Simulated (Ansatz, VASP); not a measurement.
## Two plane-wave programs on AsAu3

Contents of INCAR:

```
PREC = Accurate ; ENCUT = 520
EDIFF = 1E-6 ; ISMEAR = -1
SIGMA = 0.05 ; LREAL = F
LASPH = T ; NELM = 100
ALGO = Fast ; ISIF = 2
LWAVE = F ; LCHARG = F
GGA = PE ; NBANDS = 48
```

The input KPOINTS:

```
regular mesh
0
Gamma
  5 5 6
```

File POSCAR:

```
AsAu3
1.0
    5.9984500857      0.0000000000      0.0000000000
   -2.9992250429      5.1948101576      0.0000000000
    0.0000000000      0.0000000000      4.8407549944
Au As
6 2
Direct
    0.1668315050      0.3336630100      0.2500000000
    0.1668315050      0.8331684950      0.2500000000
    0.6663369900      0.8331684950      0.2500000000
    0.8331684950      0.6663369900      0.7500000000
    0.8331684950      0.1668315050      0.7500000000
    0.3336630100      0.1668315050      0.7500000000
    0.3333333333      0.6666666667      0.7500000000
    0.6666666667      0.3333333333      0.2500000000
```

The input input.yaml:

```yaml
crystal:
  lattice:
    - [5.9984500857, 0.0, 0.0]
    - [-2.9992250429, 5.1948101576, 0.0]
    - [0.0, 0.0, 4.8407549944]
  atoms:
    - { symbol: Au, position: [0.166831505, 0.33366301, 0.25] }
    - { symbol: Au, position: [0.166831505, 0.833168495, 0.25] }
    - { symbol: Au, position: [0.66633699, 0.833168495, 0.25] }
    - { symbol: Au, position: [0.833168495, 0.66633699, 0.75] }
    - { symbol: Au, position: [0.833168495, 0.166831505, 0.75] }
    - { symbol: Au, position: [0.33366301, 0.166831505, 0.75] }
    - { symbol: As, position: [0.3333333333, 0.6666666667, 0.75] }
    - { symbol: As, position: [0.6666666667, 0.3333333333, 0.25] }
hamiltonian:
  xc: pbe
  pseudopotentials: { kind: paw }
kpoints:
  mp_grid: { grid: [5, 5, 6] }
scf:
  occupations: { method: fermi_dirac, width: 0.05 }
output:
  forces: true
  stress: true
  eigenvalues: true
```

Alike in both runs: task single point; functional PBE; k mesh 5 × 5 × 6; occupations fermi-dirac, width 0.05 eV; no spin polarisation.

|  | VASP | Ansatz |
| --- | --- | --- |
| version | VASP 6.6.1 | Ansatz 0.2.0 |
| potentials or method | VASP PAW PBE potentials, release 64 (Au, As) | Ansatz PAW |
| plane-wave cutoff (eV) | 520 | 420 |
| valence electrons in the cell | 76 | 144 |

|  | VASP | Ansatz | Ansatz less VASP |
| --- | --- | --- | --- |
| gap on the k mesh at the Fermi level (eV) | none | none | - |
| pressure (GPa) | -3.2 | -3.0 | +0.16 |
| traceless stress, the component that is largest in VASP (GPa) | -0.25 | -0.26 | -0.005 |
| rms of the force components (eV/Å) | 0.029 | 0.029 | -0.0001 |

Atom by atom the forces differ by 0.000 eV/Å (rms over components). A gap of «none» marks a metal or a gap that the smearing closes. VASP's potentials hold 76 valence electrons a cell and Ansatz's 144, so a difference there can come from the potentials and not from the codes.

Spin-orbit coupling is off throughout.
